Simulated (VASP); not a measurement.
# Rh (Fm-3m) in VASP: further runs, part 2 of 2

VASP 6.6.1. Earlier steps stand in the parts before.

### Step 3. Single point, LDA

INCAR

```
PREC = Accurate ; ENCUT = 520
EDIFF = 1E-6 ; ISMEAR = -1
SIGMA = 0.1 ; LREAL = F
LASPH = T ; NELM = 100
ALGO = Normal ; ISIF = 2
LWAVE = F ; LCHARG = T
GGA = CA ; LELF = T
LVHAR = T ; NBANDS = 14
```

KPOINTS

```
regular mesh
0
Gamma
  15 15 15
```

POSCAR

```
Rh
1.0
    0.0000000000      1.8978500000      1.8978500000
    1.8978500000      0.0000000000      1.8978500000
    1.8978500000      1.8978500000      0.0000000000
Rh
1
Direct
    0.0000000000      0.0000000000      0.0000000000
```

Potentials or basis: VASP PAW LDA potentials, release 64 (Rh_pv).

On the command line:

```console
cat potpaw_LDA.64/Rh_pv/POTCAR > POTCAR
mpirun -np 1 vasp_std > vasp.out
```

OUTCAR:

```text
PREC = Accurate
   ENCUT = 520
   EDIFF = 1E-6
   ISMEAR = -1
   LREAL = F
   LASPH = T
   NELM = 100
   ISIF = 2
   GGA = CA

 ion  position               nearest neighbor table
   1  0.000  0.000  0.000-

  LATTYP: Found a face centered cubic cell.
 ALAT       =     3.7957000000

  Lattice vectors:

 A1 = (   0.0000000000,   1.8978500000,   1.8978500000)
 A2 = (   1.8978500000,   0.0000000000,   1.8978500000)
 A3 = (   1.8978500000,   1.8978500000,   0.0000000000)

Analysis of symmetry for initial positions (statically):
=====================================================================
 Subroutine PRICEL returns:
 Original cell was already a primitive cell.

 Routine SETGRP: Setting up the symmetry group for a
 face centered cubic supercell.

 Subroutine GETGRP returns: Found 48 space group operations
 (whereof 48 operations were pure point group operations)
 out of a pool of 48 trial point group operations.

The static configuration has the point symmetry O_h .

Analysis of symmetry for dynamics (positions and initial velocities):
=====================================================================
 Subroutine PRICEL returns:
 Original cell was already a primitive cell.

 Routine SETGRP: Setting up the symmetry group for a
 face centered cubic supercell.

 Subroutine GETGRP returns: Found 48 space group operations
 (whereof 48 operations were pure point group operations)
 out of a pool of 48 trial point group operations.

The dynamic configuration has the point symmetry O_h .

 Subroutine INISYM returns: Found 48 space group operations
 (whereof 48 operations are pure point group operations),
 and found     1 'primitive' translations

----------------------------------------------------------------------------------------

                                     Primitive cell

  volume of cell :      13.6715

  direct lattice vectors                    reciprocal lattice vectors
     0.000000000  1.897850000  1.897850000    -0.263456016  0.263456016  0.263456016
     1.897850000  0.000000000  1.897850000     0.263456016 -0.263456016  0.263456016
     1.897850000  1.897850000  0.000000000     0.263456016  0.263456016 -0.263456016

  length of vectors
     2.683965209  2.683965209  2.683965209     0.456319205  0.456319205  0.456319205

  position of ions in fractional coordinates (direct lattice)
     0.000000000  0.000000000  0.000000000

  ion indices of the primitive-cell ions
   primitive index   ion index
                 1           1

----------------------------------------------------------------------------------------

 KPOINTS: regular mesh

Automatic generation of k-mesh.
 Grid dimensions read from file:
 generate k-points for:   15   15   15

 Generating k-lattice:

  Cartesian coordinates                     Fractional coordinates (reciprocal lattice)
    -0.017563734  0.017563734  0.017563734     0.066666667  0.000000000  0.000000000
     0.017563734 -0.017563734  0.017563734     0.000000000  0.066666667  0.000000000
     0.017563734  0.017563734 -0.017563734     0.000000000  0.000000000  0.066666667

  Length of vectors
     0.030421280  0.030421280  0.030421280

  Shift w.r.t. Gamma in fractional coordinates (k-lattice)
     0.000000000  0.000000000  0.000000000

 Subroutine IBZKPT returns following result:
 ===========================================

 Found    120 irreducible k-points:

 Following reciprocal coordinates:
            Coordinates               Weight
  0.000000  0.000000  0.000000      1.000000
  0.066667  0.000000  0.000000      8.000000
  0.133333  0.000000  0.000000      8.000000
  0.200000  0.000000  0.000000      8.000000
  0.266667  0.000000  0.000000      8.000000
  0.333333  0.000000  0.000000      8.000000
[... 16 lines left out ...]
  0.133333  0.133333  0.000000      6.000000
  0.200000  0.133333  0.000000     24.000000
 [... further k-points ...]
   k-points           NKPTS =    120   k-points in BZ     NKDIM =    120   number of bands    NBANDS=     14
   number of dos      NEDOS =    301   number of ions     NIONS =      1
   total plane-waves  NPLWV =   8000
   dimension x,y,z NGX =    20 NGY =   20 NGZ =   20
   dimension x,y,z NGXF=    40 NGYF=   40 NGZF=   40
   ions per type =               1
   NGX,Y,Z   is equivalent  to a cutoff of  12.39, 12.39, 12.39 a.u.
   NGXF,Y,Z  is equivalent  to a cutoff of  24.78, 24.78, 24.78 a.u.
 SYSTEM =  unknown system
   PREC   = accura    normal or accurate (medium, high low for compatibility)
   ISTART =      0    job   : 0-new  1-cont  2-samecut
   ICHARG =      2    charge: 1-file 2-atom 10-const
   ISPIN  =      1    spin polarized calculation?
   LNONCOLLINEAR =      F non collinear calculations
   LSORBIT =      F    spin-orbit coupling
   LASPH  =      T    aspherical Exc in radial PAW
   ENCUT  =  520.0 eV  38.22 Ry    6.18 a.u.   4.99  4.99  4.99*2*pi/ulx,y,z
   NELM   =    100;   NELMIN=  2; NELMDL= -5     # of ELM steps
   EDIFF  = 0.1E-05   stopping-criterion for ELM
   LREAL  =      F    real-space projection
   EDIFFG = 0.1E-04   stopping-criterion for IOM
   NSW    =      0    number of steps for IOM
   IBRION =     -1    ionic relax: 0-MD 1-quasi-New 2-CG
   NFREE  =      0    steps in history (QN), initial steepest desc. (CG)
   ISIF   =      2    stress and relaxation
   ISYM   =      2    0-nonsym 1-usesym 2-fastsym
   POTIM  = 0.5000    time-step for ionic-motion
   TEBEG  =    0.0;   TEEND  =   0.0 temperature during run
   PSTRESS=    0.0 pullay stress
   NELECT =      15.0000    total number of electrons
   NUPDOWN=      -1.0000    fix difference up-down
   EMIN   =  10.00;   EMAX   =-10.00  energy-range for DOS
   EFERMI =   0.00;   METHOD = LEGACY
   ISMEAR =    -1;   SIGMA  =   0.10  broadening in eV -4-tet -1-fermi 0-gaus
   EFERMI_NEDOS =   21; number of points for ismear=-14 and -15
   IALGO  =     38    algorithm
   IMIX   =      4    mixing-type and parameters
     AMIX     =   0.40;   BMIX     =  1.00
     AMIX_MAG =   1.60;   BMIX_MAG =  1.00
  volume/ion in A,a.u.               =      13.67        92.26
  Fermi-wavevector in a.u.,A,eV,Ry     =   1.688496  3.190795 38.790465  2.851019
  Thomas-Fermi vector in A             =   2.770792
   LORBIT       =      0    0 simple, 1 ext, 2 COOP (PROOUT), +10 PAW based schemes
   GGA     = CA    functional components
   LHFCALC =     F    Hartree Fock is set to
   AEXX    =    0.0000 exact exchange contribution
   IVDW    =     0    specifies the selected vdW correction
   LEPSILON=     F    determine dielectric tensor
   LRPA    =     F    only Hartree local field effects (RPA)
 non-spin polarized calculation
  energy-cutoff  :      520.00
  volume of cell :       13.67
 maximum number of plane-waves:       378
   NGX =  9   NGY =  9   NGZ =  9

 number of electron      15.0000007 magnetization

 Free energy of the ion-electron system (eV)
  ---------------------------------------------------
  ext. energy  EPLUGINS =         0.00000000
  ---------------------------------------------------
  free energy    TOTEN  =        -8.69402432 eV

  energy without entropy =       -8.65101473  energy(sigma->0) =       -8.67251952

 E-fermi :  11.8063     XC(G=0): -14.3883

 val. band max:       11.7957185482   @ k =  -0.3333   0.2667   0.0667
 cond. band min:      11.8135359978   @ k =  -0.4000   0.4667   0.0667
 fundamental gap:      0.0178174496
 Fermi energy:        11.8062729425

 k-point     1 :       0.0000    0.0000    0.0000
  band No.  band energies     occupation
      1     -34.3652      2.00000
      2     -34.3652      2.00000
      3     -34.3652      2.00000
      4       3.7426      2.00000
      5       8.6743      2.00000
      6       8.6743      2.00000
      7       8.6743      2.00000
      8      10.8180      1.99990
      9      10.8180      1.99990
     10      27.7601      0.00000
     11      32.1357      0.00000
     12      33.1959      0.00000
     13      33.1959      0.00000
     14      33.1959      0.00000

 k-point     2 :       0.0667    0.0000    0.0000
  band No.  band energies     occupation
      1     -34.3993      2.00000
      2     -34.3698      2.00000
      3     -34.3698      2.00000
      4       3.9227      2.00000
      5       8.5947      2.00000
      6       8.7448      2.00000
      7       8.7448      2.00000
      8      10.7785      1.99993
      9      10.7785      1.99993
     10      28.0233      0.00000
[... 362 lines left out ...]
 k-point    24 :       0.2000    0.1333    0.0000
  band No.  band energies     occupation
      1     -34.5818      2.00000
      2     -34.4357      2.00000
      3     -34.4293      2.00000
      4       5.1985      2.00000
      5       7.8286      2.00000
      6       9.3291      2.00000
      7       9.4037      2.00000
      8      10.1176      2.00000
      9      11.1816      1.99614
     10      29.7513      0.00000
     11      30.2200      0.00000
     12      32.1359      0.00000
     13      32.9323      0.00000
     14      33.4526      0.00000

 [... further k-points ...]
[... 5 lines left out ...]
  --------------------------------------------------------------------------------------
  -------------------------------------------------------------------------------------
  Total       -0.7313636     -0.7313636     -0.7313636      0.0000000      0.0000000      0.0000000
  in kB      -85.7093670    -85.7093670    -85.7093670      0.0000000      0.0000000      0.0000000
  external PRESSURE =     -85.7093670 kB  Pullay stress =       0.0000000 kB

 VOLUME and BASIS-vectors are now :
 -----------------------------------------------------------------------------
  energy-cutoff  :      520.00
  volume of cell :       13.67
      direct lattice vectors                 reciprocal lattice vectors
     0.000000000  1.897850000  1.897850000    -0.263456016  0.263456016  0.263456016
     1.897850000  0.000000000  1.897850000     0.263456016 -0.263456016  0.263456016
     1.897850000  1.897850000  0.000000000     0.263456016  0.263456016 -0.263456016

 POSITION                                       TOTAL-FORCE (eV/Angst)
 -----------------------------------------------------------------------------------
      0.00000      0.00000      0.00000        -0.000000      0.000000     -0.000000
 -----------------------------------------------------------------------------------
    total drift:                               -0.000000     -0.000000     -0.000000

  FREE ENERGIE OF THE ION-ELECTRON SYSTEM (eV)
  ---------------------------------------------------
  free  energy   TOTEN  =        -8.6940243156 eV

  energy  without entropy=       -8.6510147291  energy(sigma->0) =       -8.67251952
```

stdout:

```text
POSCAR found type information on POSCAR Rh
 POSCAR found :  1 types and       1 ions
 scaLAPACK will be used
 LDA part: xc-table for (Slater(with rela. corr.)+CA(PZ))
 , standard interpolation
 POSCAR, INCAR and KPOINTS ok, starting setup
 FFT: planning ... GRIDC
 FFT: planning ... GRID_SOFT
 FFT: planning ... GRID
 WAVECAR not read
 entering main loop
```

Run time: 21 s. Hardware: 1 thread of AMD EPYC 7R13, shared host; peak memory 0.1 GiB.

Results:

```yaml
Free_energy: -8.6940 eV
Pressure: -8.6 GPa
```

### Step 4. Single point, LDA

INCAR

```
SYSTEM = Rh
ALGO     = Normal         ! electronic algorithm
EDIFF    = 1E-6           ! SCF threshold, eV
ENCUT    = 520            ! plane-wave cutoff, eV
ISIF     = 2              ! what is computed and relaxed
ISMEAR   = -1             ! smearing method
LASPH    = .TRUE.         ! aspherical terms in the spheres
LCHARG   = .FALSE.        ! write CHGCAR
LREAL    = .FALSE.        ! projectors in reciprocal space
LWAVE    = .FALSE.        ! write WAVECAR
NBANDS   = 14             ! bands
NELM     = 80             ! most SCF steps
PREC     = Accurate       ! precision mode
SIGMA    = 0.1            ! smearing width, eV
```

KPOINTS

```
k-points
0
G
  15 15 15
  0 0 0
```

POSCAR is that of step 3.

Potentials or basis: VASP PAW LDA potentials, release 64 (Rh_pv).

On the command line:

```console
cat potpaw_LDA.64/Rh_pv/POTCAR > POTCAR
mpirun -np 1 vasp_std > vasp.out
```

OUTCAR:

```text
SYSTEM = Rh
   EDIFF = 1E-6
   ENCUT = 520
   ISIF = 2
   ISMEAR = -1
   LASPH = .TRUE.
   LREAL = .FALSE.
   NELM = 80
   PREC = Accurate

 ion  position               nearest neighbor table
   1  0.000  0.000  0.000-

  LATTYP: Found a face centered cubic cell.
 ALAT       =     3.7957000000

  Lattice vectors:

 A1 = (   0.0000000000,   1.8978500000,   1.8978500000)
 A2 = (   1.8978500000,   0.0000000000,   1.8978500000)
 A3 = (   1.8978500000,   1.8978500000,   0.0000000000)

Analysis of symmetry for initial positions (statically):
=====================================================================
 Subroutine PRICEL returns:
 Original cell was already a primitive cell.

 Routine SETGRP: Setting up the symmetry group for a
 face centered cubic supercell.

 Subroutine GETGRP returns: Found 48 space group operations
 (whereof 48 operations were pure point group operations)
 out of a pool of 48 trial point group operations.

The static configuration has the point symmetry O_h .

Analysis of symmetry for dynamics (positions and initial velocities):
=====================================================================
 Subroutine PRICEL returns:
 Original cell was already a primitive cell.

 Routine SETGRP: Setting up the symmetry group for a
 face centered cubic supercell.

 Subroutine GETGRP returns: Found 48 space group operations
 (whereof 48 operations were pure point group operations)
 out of a pool of 48 trial point group operations.

The dynamic configuration has the point symmetry O_h .

 Subroutine INISYM returns: Found 48 space group operations
 (whereof 48 operations are pure point group operations),
 and found     1 'primitive' translations

----------------------------------------------------------------------------------------

                                     Primitive cell

  volume of cell :      13.6715

  direct lattice vectors                    reciprocal lattice vectors
[... 108 lines left out ...]
  Thomas-Fermi vector in A             =   2.770792
   LORBIT       =      0    0 simple, 1 ext, 2 COOP (PROOUT), +10 PAW based schemes
   GGA     = CA    functional components
   LHFCALC =     F    Hartree Fock is set to
   AEXX    =    0.0000 exact exchange contribution
   IVDW    =     0    specifies the selected vdW correction
   LEPSILON=     F    determine dielectric tensor
   LRPA    =     F    only Hartree local field effects (RPA)
 non-spin polarized calculation
  energy-cutoff  :      520.00
  volume of cell :       13.67
 maximum number of plane-waves:       378
   NGX =  9   NGY =  9   NGZ =  9

 number of electron      15.0000007 magnetization

 Free energy of the ion-electron system (eV)
  ---------------------------------------------------
  ext. energy  EPLUGINS =         0.00000000
  ---------------------------------------------------
  free energy    TOTEN  =        -8.69402432 eV

  energy without entropy =       -8.65101473  energy(sigma->0) =       -8.67251952

 E-fermi :  11.8063     XC(G=0): -14.3883

 val. band max:       11.7957185482   @ k =  -0.3333   0.2667   0.0667
 cond. band min:      11.8135359978   @ k =  -0.4000   0.4667   0.0667
 fundamental gap:      0.0178174496
 Fermi energy:        11.8062729425

 k-point     1 :       0.0000    0.0000    0.0000
  band No.  band energies     occupation
      1     -34.3652      2.00000
      2     -34.3652      2.00000
      3     -34.3652      2.00000
      4       3.7426      2.00000
      5       8.6743      2.00000
      6       8.6743      2.00000
      7       8.6743      2.00000
      8      10.8180      1.99990
      9      10.8180      1.99990
     10      27.7601      0.00000
     11      32.1357      0.00000
     12      33.1959      0.00000
     13      33.1959      0.00000
     14      33.1959      0.00000
[... 377 lines left out ...]
      1     -34.5818      2.00000
      2     -34.4357      2.00000
      3     -34.4293      2.00000
      4       5.1985      2.00000
      5       7.8286      2.00000
      6       9.3291      2.00000
      7       9.4037      2.00000
      8      10.1176      2.00000
      9      11.1816      1.99614
     10      29.7513      0.00000
     11      30.2200      0.00000
     12      32.1359      0.00000
     13      32.9323      0.00000
     14      33.4526      0.00000

 [... further k-points ...]
[... 5 lines left out ...]
  --------------------------------------------------------------------------------------
  -------------------------------------------------------------------------------------
  Total       -0.7313636     -0.7313636     -0.7313636      0.0000000      0.0000000      0.0000000
  in kB      -85.7093670    -85.7093670    -85.7093670      0.0000000      0.0000000      0.0000000
  external PRESSURE =     -85.7093670 kB  Pullay stress =       0.0000000 kB

 VOLUME and BASIS-vectors are now :
 -----------------------------------------------------------------------------
  energy-cutoff  :      520.00
  volume of cell :       13.67
      direct lattice vectors                 reciprocal lattice vectors
     0.000000000  1.897850000  1.897850000    -0.263456016  0.263456016  0.263456016
     1.897850000  0.000000000  1.897850000     0.263456016 -0.263456016  0.263456016
     1.897850000  1.897850000  0.000000000     0.263456016  0.263456016 -0.263456016

 POSITION                                       TOTAL-FORCE (eV/Angst)
 -----------------------------------------------------------------------------------
      0.00000      0.00000      0.00000        -0.000000      0.000000     -0.000000
 -----------------------------------------------------------------------------------
    total drift:                               -0.000000     -0.000000     -0.000000

  FREE ENERGIE OF THE ION-ELECTRON SYSTEM (eV)
  ---------------------------------------------------
  free  energy   TOTEN  =        -8.6940243156 eV

  energy  without entropy=       -8.6510147291  energy(sigma->0) =       -8.67251952
```

OSZICAR:

```text
N       E                     dE             d eps       ncg     rms          rms(c)
DAV:   1     0.121457989401E+03    0.12146E+03   -0.87188E+03  3360   0.115E+03
DAV:   2    -0.758511625815E+01   -0.12904E+03   -0.12310E+03  3750   0.344E+02
DAV:   3    -0.926415866847E+01   -0.16790E+01   -0.16762E+01  3864   0.428E+01
DAV:   4    -0.927032092370E+01   -0.61623E-02   -0.61621E-02  3966   0.267E+00
DAV:   5    -0.927037502661E+01   -0.54103E-04   -0.54103E-04  3840   0.220E-01    0.108E+01
DAV:   6    -0.871946405377E+01    0.55091E+00   -0.91363E-01  3510   0.132E+01    0.355E+00
DAV:   7    -0.869931216401E+01    0.20152E-01   -0.14714E-02  3828   0.147E+00    0.171E+00
DAV:   8    -0.869415225420E+01    0.51599E-02   -0.40687E-03  3588   0.887E-01    0.184E-01
DAV:   9    -0.869401832970E+01    0.13392E-03   -0.12043E-04  3594   0.152E-01    0.396E-02
DAV:  10    -0.869402435957E+01   -0.60299E-05   -0.25304E-06  3690   0.184E-02    0.223E-03
DAV:  11    -0.869402431562E+01    0.43943E-07   -0.14351E-07  1860   0.522E-03
   1 F= -.86940243E+01 E0= -.86725195E+01  d E =-.430096E-01
```

Run time: 19 s. Hardware: 1 thread of AMD EPYC 7R13, shared host; peak memory 0.1 GiB.

What came out:

```yaml
Free_energy: -8.6940 eV
Pressure: -8.6 GPa
```

Levels at points of the mesh, in eV from the Fermi level:
```tsv
k point	band 3	band 4	band 5	band 6	band 7	band 8	band 9	band 10	band 11	band 12
(0.00, 0.00, 0.00)	-46.17	-8.06	-3.13	-3.13	-3.13	-0.99	-0.99	15.95	20.33	21.39
```
